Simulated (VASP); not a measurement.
Wanted: the native input for a VASP 6.6.1 run.

```yaml
Task: single point
Functional: revPBE
Dispersion: D3(BJ)
Potentials_or_basis: VASP PAW PBE potentials, release 64 (Au)
Cutoff: 520 eV
k_mesh: 11 × 11 × 11
Occupations: fermi-dirac, width 0.05 eV
Spin: no spin polarisation
Dipole_correction: no
Further_INCAR_settings: ALGO = Normal; EDIFF = 1e-06; NBANDS = 12
```

The structure of Au lies in POSCAR:

```
Au
1.0
    0.0000000000      2.0484772140      2.0484772140
    2.0484772140      0.0000000000      2.0484772140
    2.0484772140      2.0484772140      0.0000000000
Au
1
Direct
    0.0000000000      0.0000000000      0.0000000000
```

One way to write it, as run:

INCAR

```
  ALGO = Normal
  EDIFF = 1E-6
  ENCUT = 520
  GGA = RE
  ISIF = 2
  ISMEAR = -1
  IVDW = 12
  LASPH = True
  LCHARG = True
  LELF = True
  LREAL = False
  LVHAR = True
  LWAVE = False
  NBANDS = 12
  NELM = 60
  PREC = Accurate
  SIGMA = 0.05
```

KPOINTS

```
k-points
0
Gamma
  11 11 11
```

Potentials or basis: VASP PAW PBE potentials, release 64 (Au).

Command:

```sh
$ cat potpaw_PBE.64/Au/POTCAR > POTCAR
$ mpirun -np 1 vasp_std > vasp.out
```

It gave:

The pressure is -2.6 GPa and the dispersion energy per atom is -1.250 eV.

Caveat: the PAW data sets were made with another functional, which shifts forces and pressure a little; pairwise dispersion overbinds metals, which lowers pressure and volume.

Wall time 15 s on 1 thread of Intel Xeon 6975P-C (shared host), peak memory 0.15 GiB.
